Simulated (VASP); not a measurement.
# Pb (Fm-3m) in VASP: a series of runs

The runs below take Pb through single point, with PBE+D3(BJ).

Everything below comes from runs of VASP 6.6.1. Logs are shortened: lines on timing, memory, paths and dates and some standing lists are left out, and cuts for length are marked.

### Step 1. The cell of the first run

Symmetry: Fm-3m, No. 225, cubic system. The conventional cell has a = 4.930 Å, b = 4.930 Å, c = 4.930 Å, α = 90.00°, β = 90.00°, γ = 90.00°. Within 4.6 Å of Pb (site symmetry m-3m) lie 12 Pb at 3.49 Å.

### Step 2. Single point, PBE+D3(BJ)

Input file INCAR:

```
ALGO = Normal
EDIFF = 1E-6
ENCUT = 500
GGA = PE
GGA_COMPAT = False
ISIF = 2
ISMEAR = 0
IVDW = 12
LASPH = True
LCHARG = False
LREAL = False
LWAVE = False
NBANDS = 13
NELM = 120
PREC = Accurate
SIGMA = 0.1
```

Input file KPOINTS:

```
k-points
0
Gamma
  6 6 6
```

Input file POSCAR:

```
Pb
1.0
    0.0000000000      2.4650000000      2.4650000000
    2.4650000000      0.0000000000      2.4650000000
    2.4650000000      2.4650000000      0.0000000000
Pb
1
Direct
    0.0000000000      0.0000000000      0.0000000000
```

Potentials or basis: VASP PAW PBE potentials, release 64 (Pb_d).

On the command line:

```sh
$ cat potpaw_PBE.64/Pb_d/POTCAR > POTCAR
$ mpirun -np 1 vasp_std > vasp.out
```

OUTCAR:

```text
EDIFF = 1E-6
   ENCUT = 500
   GGA = PE
   ISIF = 2
   ISMEAR = 0
   IVDW = 12
   LASPH = True
   LREAL = False
   NELM = 120
   PREC = Accurate
 IVDW          = 12

 ion  position               nearest neighbor table
   1  0.000  0.000  0.000-

  LATTYP: Found a face centered cubic cell.
 ALAT       =     4.9300000000

  Lattice vectors:

 A1 = (   0.0000000000,   2.4650000000,   2.4650000000)
 A2 = (   2.4650000000,   0.0000000000,   2.4650000000)
 A3 = (   2.4650000000,   2.4650000000,   0.0000000000)

Analysis of symmetry for initial positions (statically):
=====================================================================
 Subroutine PRICEL returns:
 Original cell was already a primitive cell.

 Routine SETGRP: Setting up the symmetry group for a
 face centered cubic supercell.

 Subroutine GETGRP returns: Found 48 space group operations
 (whereof 48 operations were pure point group operations)
 out of a pool of 48 trial point group operations.

The static configuration has the point symmetry O_h .

Analysis of symmetry for dynamics (positions and initial velocities):
=====================================================================
 Subroutine PRICEL returns:
 Original cell was already a primitive cell.

 Routine SETGRP: Setting up the symmetry group for a
 face centered cubic supercell.

 Subroutine GETGRP returns: Found 48 space group operations
 (whereof 48 operations were pure point group operations)
 out of a pool of 48 trial point group operations.

The dynamic configuration has the point symmetry O_h .

 Subroutine INISYM returns: Found 48 space group operations
 (whereof 48 operations are pure point group operations),
 and found     1 'primitive' translations

----------------------------------------------------------------------------------------

                                     Primitive cell

  volume of cell :      29.9558

  direct lattice vectors                    reciprocal lattice vectors
     0.000000000  2.465000000  2.465000000    -0.202839757  0.202839757  0.202839757
     2.465000000  0.000000000  2.465000000     0.202839757 -0.202839757  0.202839757
     2.465000000  2.465000000  0.000000000     0.202839757  0.202839757 -0.202839757

  length of vectors
     3.486036431  3.486036431  3.486036431     0.351328764  0.351328764  0.351328764

  position of ions in fractional coordinates (direct lattice)
     0.000000000  0.000000000  0.000000000

  ion indices of the primitive-cell ions
   primitive index   ion index
                 1           1
[... 71 lines left out ...]
   POTIM  = 0.5000    time-step for ionic-motion
   TEBEG  =    0.0;   TEEND  =   0.0 temperature during run
   PSTRESS=    0.0 pullay stress
   NELECT =      14.0000    total number of electrons
   NUPDOWN=      -1.0000    fix difference up-down
   EMIN   =  10.00;   EMAX   =-10.00  energy-range for DOS
   EFERMI =   0.00;   METHOD = LEGACY
   ISMEAR =     0;   SIGMA  =   0.10  broadening in eV -4-tet -1-fermi 0-gaus
   EFERMI_NEDOS =   21; number of points for ismear=-14 and -15
   IALGO  =     38    algorithm
   IMIX   =      4    mixing-type and parameters
     AMIX     =   0.40;   BMIX     =  1.00
     AMIX_MAG =   1.60;   BMIX_MAG =  1.00
  volume/ion in A,a.u.               =      29.96       202.15
  Fermi-wavevector in a.u.,A,eV,Ry     =   1.270449  2.400801 21.960358  1.614041
  Thomas-Fermi vector in A             =   2.403436
   LORBIT       =      0    0 simple, 1 ext, 2 COOP (PROOUT), +10 PAW based schemes
   GGA     = PE    functional components
   LHFCALC =     F    Hartree Fock is set to
   AEXX    =    0.0000 exact exchange contribution
   IVDW    =    12    specifies the selected vdW correction
   LEPSILON=     F    determine dielectric tensor
   LRPA    =     F    only Hartree local field effects (RPA)
 non-spin polarized calculation
 Gauss-broadening in eV      SIGMA  =   0.10
  energy-cutoff  :      500.00
  volume of cell :       29.96
 maximum number of plane-waves:       778
 NGX is ok and might be reduce to    28
   NGX = 13   NGY = 13   NGZ = 13

 number of electron      13.9999999 magnetization

 Free energy of the ion-electron system (eV)
  ---------------------------------------------------
  ext. energy  EPLUGINS =         0.00000000
  ---------------------------------------------------
  free energy    TOTEN  =        -3.44410779 eV

  energy without entropy =       -3.43938361  energy(sigma->0) =       -3.44174570

 E-fermi :   7.5761     XC(G=0): -10.2337

 val. band max:        7.4336599166   @ k =   0.3333   0.3333   0.0000
 cond. band min:       7.6487250930   @ k =   0.3333   0.1667   0.0000
 fundamental gap:      0.2150651764
 Fermi energy:         7.5760603149

 k-point     1 :       0.0000    0.0000    0.0000
  band No.  band energies     occupation
      1      -9.6350      2.00000
      2      -9.6350      2.00000
      3      -9.6350      2.00000
      4      -9.4935      2.00000
      5      -9.4935      2.00000
      6      -4.4067      2.00000
      7      14.9444      0.00000
      8      14.9444      0.00000
      9      14.9444      0.00000
     10      17.1967      0.00000
     11      18.9412      0.00000
     12      20.0015      0.00000
     13      20.0015      0.00000
[... 226 lines left out ...]
  band No.  band energies     occupation
      1      -9.6923      2.00000
      2      -9.6559      2.00000
      3      -9.4477      2.00000
      4      -9.4195      2.00000
      5      -9.3146      2.00000
      6       0.8153      2.00000
      7       4.9944      2.00000
      8       7.3495      1.99864
      9       8.0105      0.00000
     10      16.3090      0.00000
     11      17.1758      0.00000
     12      22.3256      0.00000
     13      22.7516      0.00000

------------------------ aborting loop because EDIFF is reached ----------------------------------------

 Edisp (eV)   -0.41477

 E8    (eV) :    -0.2102

  FORCE on cell =-STRESS in cart. coord.  units (eV):
  Direction    XX          YY          ZZ          XY          YZ          ZX
  --------------------------------------------------------------------------------------
  -------------------------------------------------------------------------------------
  Total       0.30682     0.30682     0.30682     0.00000    -0.00000     0.00000
  in kB      16.40993    16.40993    16.40993     0.00000    -0.00000     0.00000
  external pressure =       16.41 kB  Pullay stress =        0.00 kB

 VOLUME and BASIS-vectors are now :
 -----------------------------------------------------------------------------
  energy-cutoff  :      500.00
  volume of cell :       29.96
      direct lattice vectors                 reciprocal lattice vectors
     0.000000000  2.465000000  2.465000000    -0.202839757  0.202839757  0.202839757
     2.465000000  0.000000000  2.465000000     0.202839757 -0.202839757  0.202839757
     2.465000000  2.465000000  0.000000000     0.202839757  0.202839757 -0.202839757

 POSITION                                       TOTAL-FORCE (eV/Angst)
 -----------------------------------------------------------------------------------
      0.00000      0.00000      0.00000         0.000000      0.000000     -0.000000
 -----------------------------------------------------------------------------------
    total drift:                               -0.000000     -0.000000     -0.000000

  FREE ENERGIE OF THE ION-ELECTRON SYSTEM (eV)
  ---------------------------------------------------
  free  energy   TOTEN  =        -3.8588823242 eV

  energy  without entropy=       -3.8541581472  energy(sigma->0) =       -3.85652024
```

It took 5.9 s on 1 thread of Intel Xeon Platinum 8488C (Sapphire Rapids), shared host; peak memory 0.16 GiB.

What came out:

| Item | Value |
| --- | --- |
| Free energy | -3.8589 eV |
| Pressure | 1.6 GPa |
| Band gap on the k mesh | zero (band 7 reaches 14.94 eV, above the bottom of band 8 at 5.86 eV) |
| Dispersion energy per atom | -0.415 eV |

Levels at points of the mesh, in eV from the Fermi level:
| k point | band 5 | band 6 | band 7 | band 8 | band 9 | band 10 |
| --- | --- | --- | --- | --- | --- | --- |
| (0.00, 0.00, 0.00) | -17.07 | -11.98 | 7.37 | 7.37 | 7.37 | 9.62 |
| (0.50, 0.00, 0.00) | -16.93 | -8.28 | -4.41 | 5.50 | 5.50 | 9.10 |
| (0.50, 0.50, 0.00) | -16.89 | -6.84 | -3.47 | 1.92 | 1.92 | 5.28 |

Caveat: the k points lie up to 0.37 Å⁻¹ apart; spin-orbit coupling is left out, which moves the levels of the heavy elements; pairwise dispersion overbinds metals, which lowers pressure and volume.

### Step 3. Single point, PBE+D3(BJ)

This run uses another cell than the first one, of 30.49 Å³/atom, 1.018 times its volume.

Input file INCAR:

```
  ALGO = Normal
  EDIFF = 1E-6
  ENCUT = 500
  GGA = PE
  GGA_COMPAT = False
  ISIF = 2
  ISMEAR = 0
  IVDW = 12
  LASPH = True
  LCHARG = False
  LREAL = False
  LWAVE = False
  NBANDS = 13
  NELM = 120
  PREC = Accurate
  SIGMA = 0.1
```

Input file KPOINTS:

```
k-points
0
Gamma
  14 14 14
```

Input file POSCAR:

```
Pb
1.0
    0.0000000000      2.4795024796      2.4795024796
    2.4795024796      0.0000000000      2.4795024796
    2.4795024796      2.4795024796      0.0000000000
Pb
1
Direct
    0.0000000000      0.0000000000      0.0000000000
```

Potentials or basis: VASP PAW PBE potentials, release 64 (Pb_d).

On the command line:

```sh
$ cat potpaw_PBE.64/Pb_d/POTCAR > POTCAR
$ mpirun -np 1 vasp_std > vasp.out
```

Wall time 20 s (1 thread of Intel Xeon Platinum 8488C (Sapphire Rapids), shared host); peak memory 0.19 GiB.

It converged, with:

```
Free energy                : -3.9662 eV
Pressure                   : -0.1 GPa
Band gap on the k mesh     : zero (band 7 reaches 14.60 eV, above the bottom of band 8 at 5.67 eV)
Dispersion energy per atom : -0.407 eV
```

Levels at points of the mesh, in eV from the Fermi level:
```csv
k point,band 3,band 4,band 5,band 6,band 7,band 8,band 9,band 10,band 11,band 12
"(0.00, 0.00, 0.00)",-17.10,-16.97,-16.97,-11.75,7.34,7.34,7.34,9.72,11.23,12.41
"(0.50, 0.00, 0.00)",-17.09,-16.83,-16.83,-8.16,-4.21,5.52,5.52,9.20,9.38,11.14
"(0.50, 0.50, 0.00)",-16.84,-16.80,-16.80,-6.76,-3.29,2.01,2.01,5.33,6.59,18.19
```

Caveat: spin-orbit coupling is left out, which moves the levels of the heavy elements; pairwise dispersion overbinds metals, which lowers pressure and volume.
